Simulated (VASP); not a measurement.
# Al16H2O in VASP: notebook

The runs below take Al16H2O through single point, with LDA.

Program: VASP 6.6.1. These are calculated values, not measurements. Logs are shortened: lines on timing, memory, paths and dates and some standing lists are left out, and cuts for length are marked.

### 1 The cell of the first run

The cell holds a slab with vacuum, 19 atoms: a = 8.100 Å, b = 5.728 Å, c = 17.296 Å, α = 90.00°, β = 90.00°, γ = 90.00°.

### 2 Single point, LDA

Contents of INCAR:

```
PREC = Accurate
ENCUT = 520
EDIFF = 1E-7
ISMEAR = -1
SIGMA = 0.15
LREAL = Auto
LASPH = T
NELM = 60
ALGO = Normal
ISIF = 2
LWAVE = F
LCHARG = F
GGA = CA
NBANDS = 43
```

Contents of KPOINTS:

```
Automatic mesh
0
Gamma
  3 4 1
```

Contents of POSCAR:

```
Al16H2O
1.0
    8.1000000000      0.0000000000      0.0000000000
    0.0000000000      5.7275650000      0.0000000000
    0.0000000000      0.0000000000     17.2956740000
Al O H
16 1 2
Direct
    0.2500000000      0.2499999564      0.0578179260
    0.7500000000      0.2499999564      0.0578179260
    0.2500000000      0.7500000436      0.0578179260
    0.7500000000      0.7500000436      0.0578179260
    0.0000000000      0.0000000000      0.1406068940
    0.5000000000      0.0000000000      0.1406068940
    0.0000000000      0.5000000873      0.1406068940
    0.5000000000      0.5000000873      0.1406068940
    0.2500000000      0.2499999564      0.2233959197
    0.7500000000      0.2499999564      0.2233959197
    0.2500000000      0.7500000436      0.2233959197
    0.7500000000      0.7500000436      0.2233959197
    0.0000000000      0.0000000000      0.3061848876
    0.5000000000      0.0000000000      0.3061848876
    0.0000000000      0.5000000873      0.3061848876
    0.5000000000      0.5000000873      0.3061848876
    0.1756128395      0.1462148400      0.3680501263
    0.1982870370      0.3068385955      0.3796135959
    0.0606383951      0.1264666573      0.3796135959
```

Potentials or basis: VASP PAW LDA potentials, release 64 (Al, O, H).

On the command line:

```sh
$ cat potpaw_LDA.64/Al/POTCAR potpaw_LDA.64/O/POTCAR potpaw_LDA.64/H/POTCAR > POTCAR
$ mpirun -np 1 vasp_std > vasp.out
```

OUTCAR:

```text
PREC = Accurate
   ENCUT = 520
   EDIFF = 1E-7
   ISMEAR = -1
   LREAL = Auto
   LASPH = T
   NELM = 60
   ISIF = 2
   GGA = CA

 ion  position               nearest neighbor table
   1  0.250  0.250  0.058-   3 2.86   5 2.86   6 2.86   7 2.86   8 2.86   3 2.86   9 2.86
   2  0.750  0.250  0.058-   4 2.86   5 2.86   6 2.86   7 2.86   8 2.86   4 2.86  10 2.86
   3  0.250  0.750  0.058-   1 2.86   7 2.86   8 2.86   5 2.86   6 2.86   1 2.86  11 2.86
   4  0.750  0.750  0.058-   2 2.86   7 2.86   8 2.86   5 2.86   6 2.86   2 2.86  12 2.86
   5  0.000  0.000  0.141-   7 2.86   2 2.86   3 2.86   4 2.86   1 2.86   9 2.86  10 2.86  11 2.86
                            12 2.86  13 2.86   7 2.86
   6  0.500  0.000  0.141-   8 2.86   2 2.86   3 2.86   4 2.86   1 2.86   9 2.86  10 2.86  11 2.86
                            12 2.86  14 2.86   8 2.86
   7  0.000  0.500  0.141-   5 2.86   4 2.86   3 2.86  11 2.86  12 2.86   2 2.86   1 2.86  15 2.86
                             5 2.86   9 2.86  10 2.86
   8  0.500  0.500  0.141-   6 2.86   4 2.86   3 2.86  11 2.86  12 2.86   2 2.86   1 2.86  16 2.86
                             6 2.86   9 2.86  10 2.86
   9  0.250  0.250  0.223-  17 2.64  11 2.86  14 2.86  13 2.86  16 2.86  15 2.86   5 2.86   6 2.86
                            11 2.86   1 2.86   7 2.86   8 2.86
  10  0.750  0.250  0.223-  12 2.86  13 2.86  14 2.86  15 2.86  16 2.86   6 2.86   5 2.86  12 2.86
                             2 2.86   8 2.86   7 2.86
  11  0.250  0.750  0.223-   9 2.86  15 2.86  16 2.86  13 2.86  14 2.86   8 2.86   7 2.86   6 2.86
                             5 2.86   9 2.86   3 2.86
  12  0.750  0.750  0.223-  10 2.86  15 2.86  16 2.86  13 2.86  14 2.86   8 2.86   7 2.86   6 2.86
                             5 2.86  10 2.86   4 2.86
  13  0.000  0.000  0.306-  19 1.54  17 1.97  15 2.86  12 2.86   9 2.86  10 2.86  11 2.86   5 2.86
                            15 2.86
  14  0.500  0.000  0.306-  16 2.86  10 2.86  11 2.86  12 2.86   9 2.86   6 2.86  16 2.86
  15  0.000  0.500  0.306-  13 2.86  12 2.86  11 2.86  10 2.86   9 2.86   7 2.86  13 2.86
  16  0.500  0.500  0.306-  14 2.86  12 2.86  11 2.86  10 2.86   9 2.86   8 2.86  14 2.86
  17  0.176  0.146  0.368-  18 0.96  19 0.96  13 1.97   9 2.64
  18  0.198  0.307  0.380-  17 0.96
  19  0.061  0.126  0.380-  17 0.96  13 1.54

  LATTYP: Found a simple orthorhombic cell.
 ALAT       =     5.7275650000
 B/A-ratio  =     1.4142135445
 C/A-ratio  =     3.0197254854

  Lattice vectors:

 A1 = (   0.0000000000,  -5.7275650000,   0.0000000000)
 A2 = (   8.1000000000,   0.0000000000,   0.0000000000)
 A3 = (   0.0000000000,   0.0000000000,  17.2956740000)

Analysis of symmetry for initial positions (statically):
=====================================================================
 Subroutine PRICEL returns:
 Original cell was already a primitive cell.

 Routine SETGRP: Setting up the symmetry group for a
 simple orthorhombic supercell.

 Subroutine GETGRP returns: Found  1 space group operations
 (whereof  1 operations were pure point group operations)
 out of a pool of  8 trial point group operations.

The static configuration has the point symmetry C_1 .

Analysis of symmetry for dynamics (positions and initial velocities):
=====================================================================
 Subroutine PRICEL returns:
 Original cell was already a primitive cell.

 Routine SETGRP: Setting up the symmetry group for a
 simple orthorhombic supercell.

 Subroutine GETGRP returns: Found  1 space group operations
 (whereof  1 operations were pure point group operations)
 out of a pool of  8 trial point group operations.

The dynamic configuration has the point symmetry C_1 .

 Subroutine INISYM returns: Found  1 space group operations
 (whereof  1 operations are pure point group operations),
 and found     1 'primitive' translations

----------------------------------------------------------------------------------------

                                     Primitive cell

  volume of cell :     802.4030

  direct lattice vectors                    reciprocal lattice vectors
     8.100000000  0.000000000  0.000000000     0.123456790  0.000000000  0.000000000
     0.000000000  5.727565000  0.000000000     0.000000000  0.174594265  0.000000000
     0.000000000  0.000000000 17.295674000     0.000000000  0.000000000  0.057817926

  length of vectors
     8.100000000  5.727565000 17.295674000     0.123456790  0.174594265  0.057817926

  position of ions in fractional coordinates (direct lattice)
     0.250000000  0.249999956  0.057817926
     0.750000000  0.249999956  0.057817926
     0.250000000  0.750000044  0.057817926
     0.750000000  0.750000044  0.057817926
     0.000000000  0.000000000  0.140606894
     0.500000000  0.000000000  0.140606894
[... 11 lines left out ...]
     0.198287037  0.306838595  0.379613596
     0.060638395  0.126466657  0.379613596

  ion indices of the primitive-cell ions
   primitive index   ion index
                 1           1
                 2           2
                 3           3
                 4           4
                 5           5
                 6           6
[... 11 lines left out ...]
                18          18
                19          19

----------------------------------------------------------------------------------------

 KPOINTS: Automatic mesh

Automatic generation of k-mesh.
 Grid dimensions read from file:
 generate k-points for:    3    4    1

 Generating k-lattice:

  Cartesian coordinates                     Fractional coordinates (reciprocal lattice)
     0.041152263  0.000000000  0.000000000     0.333333333  0.000000000  0.000000000
     0.000000000  0.043648566  0.000000000     0.000000000  0.250000000  0.000000000
     0.000000000  0.000000000  0.057817926     0.000000000  0.000000000  1.000000000

  Length of vectors
     0.041152263  0.043648566  0.057817926

  Shift w.r.t. Gamma in fractional coordinates (k-lattice)
     0.000000000  0.000000000  0.000000000

 Subroutine IBZKPT returns following result:
 ===========================================

 Found      7 irreducible k-points:

 Following reciprocal coordinates:
            Coordinates               Weight
  0.000000  0.000000  0.000000      1.000000
  0.333333  0.000000  0.000000      2.000000
  0.000000  0.250000  0.000000      2.000000
  0.333333  0.250000  0.000000      2.000000
 -0.333333  0.250000  0.000000      2.000000
  0.000000  0.500000  0.000000      1.000000
  0.333333  0.500000  0.000000      2.000000
   k-points           NKPTS =      7   k-points in BZ     NKDIM =      7   number of bands    NBANDS=     43
   number of dos      NEDOS =    301   number of ions     NIONS =     19
   total plane-waves  NPLWV = 403200
   dimension x,y,z NGX =    60 NGY =   48 NGZ =  140
   dimension x,y,z NGXF=   120 NGYF=   96 NGZF=  280
   ions per type =              16   1   2
   NGX,Y,Z   is equivalent  to a cutoff of  12.31, 13.93, 13.46 a.u.
   NGXF,Y,Z  is equivalent  to a cutoff of  24.63, 27.86, 26.91 a.u.
 SYSTEM =  unknown system
   PREC   = accura    normal or accurate (medium, high low for compatibility)
   ISTART =      0    job   : 0-new  1-cont  2-samecut
   ICHARG =      2    charge: 1-file 2-atom 10-const
   ISPIN  =      1    spin polarized calculation?
   LNONCOLLINEAR =      F non collinear calculations
   LSORBIT =      F    spin-orbit coupling
   LASPH  =      T    aspherical Exc in radial PAW
   ENCUT  =  520.0 eV  38.22 Ry    6.18 a.u.  15.06 10.65 32.16*2*pi/ulx,y,z
   NELM   =     60;   NELMIN=  2; NELMDL= -5     # of ELM steps
   EDIFF  = 0.1E-06   stopping-criterion for ELM
   LREAL  =      T    real-space projection
   EDIFFG = 0.1E-05   stopping-criterion for IOM
   NSW    =      0    number of steps for IOM
   IBRION =     -1    ionic relax: 0-MD 1-quasi-New 2-CG
   NFREE  =      0    steps in history (QN), initial steepest desc. (CG)
   ISIF   =      2    stress and relaxation
   ISYM   =      2    0-nonsym 1-usesym 2-fastsym
   POTIM  = 0.5000    time-step for ionic-motion
   TEBEG  =    0.0;   TEEND  =   0.0 temperature during run
   PSTRESS=    0.0 pullay stress
   NELECT =      56.0000    total number of electrons
   NUPDOWN=      -1.0000    fix difference up-down
   EMIN   =  10.00;   EMAX   =-10.00  energy-range for DOS
   EFERMI =   0.00;   METHOD = LEGACY
   ISMEAR =    -1;   SIGMA  =   0.15  broadening in eV -4-tet -1-fermi 0-gaus
   EFERMI_NEDOS =   21; number of points for ismear=-14 and -15
   IALGO  =     38    algorithm
   IMIX   =      4    mixing-type and parameters
     AMIX     =   0.40;   BMIX     =  1.00
     AMIX_MAG =   1.60;   BMIX_MAG =  1.00
  volume/ion in A,a.u.               =      42.23       284.99
  Fermi-wavevector in a.u.,A,eV,Ry     =   0.674021  1.273715  6.181183  0.454304
  Thomas-Fermi vector in A             =   1.750615
   LORBIT       =      0    0 simple, 1 ext, 2 COOP (PROOUT), +10 PAW based schemes
   GGA     = CA    functional components
   LHFCALC =     F    Hartree Fock is set to
   AEXX    =    0.0000 exact exchange contribution
   IVDW    =     0    specifies the selected vdW correction
   LEPSILON=     F    determine dielectric tensor
   LRPA    =     F    only Hartree local field effects (RPA)
 non-spin polarized calculation
  energy-cutoff  :      520.00
  volume of cell :      802.40
 maximum number of plane-waves:     21630
   NGX = 31   NGY = 21   NGZ = 65

 number of electron      55.9999994 magnetization

 Free energy of the ion-electron system (eV)
  ---------------------------------------------------
  ext. energy  EPLUGINS =         0.00000000
  ---------------------------------------------------
  free energy    TOTEN  =       -73.47605203 eV

  energy without entropy =      -72.86352456  energy(sigma->0) =      -73.16978829

 E-fermi :  -0.0110     XC(G=0):  -4.8137

 val. band max:       -0.0114072230   @ k =   0.3333   0.0000   0.0000
 cond. band min:       0.0070045424   @ k =  -0.3333   0.2500   0.0000
 fundamental gap:      0.0184117654
 Fermi energy:        -0.0109524401

 k-point     1 :       0.0000    0.0000    0.0000
  band No.  band energies     occupation
      1     -24.1403      2.00000
      2     -12.6265      2.00000
      3     -10.1613      2.00000
      4      -8.6941      2.00000
      5      -8.0752      2.00000
      6      -7.8455      2.00000
[... 32 lines left out ...]
     39       2.1139      0.00000
     40       2.2193      0.00000

 k-point     2 :       0.3333    0.0000    0.0000
  band No.  band energies     occupation
      1     -24.1403      2.00000
      2     -12.6273      2.00000
      3      -9.9207      2.00000
      4      -9.2121      2.00000
      5      -8.5637      2.00000
      6      -7.6680      2.00000
[... 32 lines left out ...]
     39       2.1621      0.00000
     40       2.6280      0.00000

 k-point     3 :       0.0000    0.2500    0.0000
  band No.  band energies     occupation
      1     -24.1400      2.00000
      2     -12.6313      2.00000
      3      -9.8891      2.00000
      4      -8.6933      2.00000
      5      -7.9163      2.00000
      6      -7.6290      2.00000
[... 32 lines left out ...]
     39       2.3490      0.00000
     40       2.4427      0.00000

 k-point     4 :       0.3333    0.2500    0.0000
  band No.  band energies     occupation
      1     -24.1401      2.00000
      2     -12.6320      2.00000
      3      -9.6439      2.00000
      4      -9.0020      2.00000
      5      -8.5297      2.00000
      6      -7.6070      2.00000
[... 32 lines left out ...]
     39       2.3685      0.00000
     40       2.5638      0.00000

 k-point     5 :      -0.3333    0.2500    0.0000
  band No.  band energies     occupation
      1     -24.1401      2.00000
      2     -12.6318      2.00000
      3      -9.6621      2.00000
      4      -8.9482      2.00000
      5      -8.5627      2.00000
      6      -7.6236      2.00000
[... 32 lines left out ...]
     39       2.4632      0.00000
     40       2.5356      0.00000

 k-point     6 :       0.0000    0.5000    0.0000
  band No.  band energies     occupation
      1     -24.1398      2.00000
      2     -12.6360      2.00000
      3      -9.1745      2.00000
      4      -9.0417      2.00000
      5      -8.5306      2.00000
      6      -7.4956      2.00000
[... 32 lines left out ...]
     39       2.1487      0.00000
     40       2.1888      0.00000

 k-point     7 :       0.3333    0.5000    0.0000
  band No.  band energies     occupation
      1     -24.1398      2.00000
      2     -12.6364      2.00000
      3      -9.0192      2.00000
      4      -8.8076      2.00000
      5      -8.5113      2.00000
      6      -8.0915      2.00000
[... 32 lines left out ...]
     39       2.8094      0.00000
     40       2.8562      0.00000
 [bands above 40 left out]

------------------------ aborting loop because EDIFF is reached ----------------------------------------

  FORCE on cell =-STRESS in cart. coord.  units (eV):
  Direction    XX          YY          ZZ          XY          YZ          ZX
  --------------------------------------------------------------------------------------
  -------------------------------------------------------------------------------------
  Total       -4.8972136    -12.8021785      2.2944628      0.7764608      1.5279418      1.0851828
  in kB       -9.7783841    -25.5624175      4.5814091      1.5503778      3.0508781      2.1668107
  external PRESSURE =     -10.2531308 kB  Pullay stress =       0.0000000 kB

 VOLUME and BASIS-vectors are now :
 -----------------------------------------------------------------------------
  energy-cutoff  :      520.00
  volume of cell :      802.40
      direct lattice vectors                 reciprocal lattice vectors
     8.100000000  0.000000000  0.000000000     0.123456790  0.000000000  0.000000000
     0.000000000  5.727565000  0.000000000     0.000000000  0.174594265  0.000000000
     0.000000000  0.000000000 17.295674000     0.000000000  0.000000000  0.057817926

 POSITION                                       TOTAL-FORCE (eV/Angst)
 -----------------------------------------------------------------------------------
      2.02500      1.43189      1.00000         0.006967     -0.013120      0.334866
      6.07500      1.43189      1.00000        -0.010805      0.069504      0.335656
      2.02500      4.29567      1.00000         0.002088      0.007000      0.372088
      6.07500      4.29567      1.00000         0.031444     -0.069492      0.395777
      0.00000      0.00000      2.43189         0.062241     -0.008548     -0.153045
      4.05000      0.00000      2.43189        -0.002940     -0.003042     -0.237690
[... 11 lines left out ...]
      1.60612      1.75744      6.56567         0.579533      1.934996      0.385756
      0.49117      0.72435      6.56567        -2.103592      1.407169      4.171586
 -----------------------------------------------------------------------------------
    total drift:                               -0.001362      0.001575      0.002112

  FREE ENERGIE OF THE ION-ELECTRON SYSTEM (eV)
  ---------------------------------------------------
  free  energy   TOTEN  =       -73.4760520327 eV

  energy  without entropy=      -72.8635245557  energy(sigma->0) =      -73.16978829
```

It took 11 min on 1 thread of Intel Xeon Platinum 8375C at 2.90GHz (Ice Lake), shared host; peak memory 0.67 GiB.

Results:

```
Free energy            : -73.4761 eV
Largest force          : 4.879 eV/Å
Band gap on the k mesh : zero (bands 28 and 29 overlap by 0.27 eV)
```

Forces on the atoms (eV/Å):
```
Al   0.007 -0.013  0.335
Al  -0.011  0.070  0.336
Al   0.002  0.007  0.372
Al   0.031 -0.069  0.396
Al   0.062 -0.009 -0.153
Al  -0.003 -0.003 -0.238
Al  -0.023  0.067 -0.219
Al   0.028  0.034 -0.204
Al   0.253  0.114 -0.488
Al   0.029  0.001  0.283
Al   0.012 -0.038  0.149
Al  -0.088 -0.058  0.120
Al  -1.627 -2.149 -4.015
Al   0.154 -0.043 -0.440
Al  -0.748  1.018 -0.885
Al   0.054  0.026 -0.387
O    3.390 -2.297  0.481
H    0.580  1.935  0.386
H   -2.104  1.407  4.172
```

Levels at points of the mesh, in eV from the Fermi level:
```csv
k point,band 25,band 26,band 27,band 28,band 29,band 30,band 31,band 32
"(0.00, 0.00, 0.00)",-1.38,-0.76,-0.66,-0.52,-0.17,-0.06,0.45,1.12
"(0.00, 0.50, 0.00)",-0.78,-0.67,-0.09,0.05,0.62,0.63,1.31,1.37
```

### 3 Single point, LDA

Contents of INCAR:

```
SYSTEM = Al16H2O
ALGO     = Normal         ! electronic algorithm
EDIFF    = 1E-7           ! SCF threshold, eV
ENCUT    = 520            ! plane-wave cutoff, eV
ISIF     = 2              ! what is computed and relaxed
ISMEAR   = -1             ! smearing method
LASPH    = .TRUE.         ! aspherical terms in the spheres
LCHARG   = .TRUE.         ! write CHGCAR
LELF     = .TRUE.         ! ELF
LREAL    = Auto         
LVHAR    = .TRUE.       
LWAVE    = .FALSE.        ! write WAVECAR
NBANDS   = 43             ! bands
NELM     = 80             ! most SCF steps
PREC     = Accurate       ! precision mode
SIGMA    = 0.15           ! smearing width, eV
```

Contents of KPOINTS:

```
k-points
0
G
  3 4 1
  0 0 0
```

Contents of POSCAR:

```
Al16H2O
1.0
    8.1000000000      0.0000000000      0.0000000000
    0.0000000000      5.7275650000      0.0000000000
    0.0000000000      0.0000000000     17.2956740000
Al O H
16 1 2
Direct
    0.2500000000      0.2499999564      0.0578179260
    0.7500000000      0.2499999564      0.0578179260
    0.2500000000      0.7500000436      0.0578179260
    0.7500000000      0.7500000436      0.0578179260
    0.0001790123     -0.0015374771      0.1260985840
    0.5000314815     -0.0005504957      0.1301221334
   -0.0005181481      0.4974518840      0.1275526470
    0.5001962963      0.5010078454      0.1282616682
    0.2508737037      0.2485775369      0.2154744591
    0.7472866667      0.2492430902      0.2179285410
    0.2480813580      0.7467017834      0.2147782735
    0.7515717284      0.7507326412      0.2190278332
    0.0022795062      0.0082113429      0.2864775897
    0.4960428395     -0.0024340186      0.2898928368
   -0.0003528395      0.4938871929      0.2850629585
    0.4974439506      0.5001558254      0.2880450915
    0.0936650617     -0.0280971058      0.3911235839
    0.0852945679     -0.1979855314      0.4018607196
    0.2126112346      0.0084727105      0.3802471069
```

Potentials or basis: VASP PAW LDA potentials, release 64 (Al, O, H).

On the command line:

```sh
$ cat potpaw_LDA.64/Al/POTCAR potpaw_LDA.64/O/POTCAR potpaw_LDA.64/H/POTCAR > POTCAR
$ mpirun -np 1 vasp_std > vasp.out
```

Wall time 12 min (1 thread of Intel Xeon Platinum 8375C at 2.90GHz (Ice Lake), shared host); peak memory 0.67 GiB.

Results (log left out):

| Property | Result |
| --- | --- |
| Free energy | -76.4393 eV |
| Largest force | 0.450 eV/Å |
| Band gap on the k mesh | zero (bands 28 and 29 overlap by 0.36 eV) |

Forces on the atoms (eV/Å):
```
Al   0.040 -0.029 -0.056
Al  -0.047 -0.026  0.048
Al   0.028  0.005 -0.095
Al  -0.037  0.003  0.073
Al   0.002 -0.004  0.001
Al   0.000 -0.002 -0.002
Al  -0.001  0.008  0.000
Al   0.000  0.001 -0.003
Al  -0.001 -0.005 -0.010
Al  -0.002  0.005  0.009
Al  -0.002  0.000  0.003
Al   0.000  0.005 -0.002
Al  -0.078 -0.052  0.002
Al   0.002  0.011  0.005
Al   0.012  0.036  0.017
Al  -0.002  0.003  0.007
O   -0.170  0.377 -0.179
H    0.092 -0.263  0.007
H    0.165 -0.071  0.175
```

Levels at points of the mesh, in eV from the Fermi level:
| k point | band 24 | band 25 | band 26 | band 27 | band 28 | band 29 | band 30 | band 31 | band 32 | band 33 |
| --- | --- | --- | --- | --- | --- | --- | --- | --- | --- | --- |
| (0.00, 0.00, 0.00) | -1.70 | -1.17 | -0.92 | -0.81 | -0.73 | -0.05 | 0.07 | 0.24 | 1.28 | 1.49 |
| (0.00, 0.50, 0.00) | -0.91 | -0.83 | -0.70 | 0.15 | 0.32 | 0.37 | 0.42 | 1.01 | 1.06 | 1.44 |

(Part 1 of 2 ends here.)
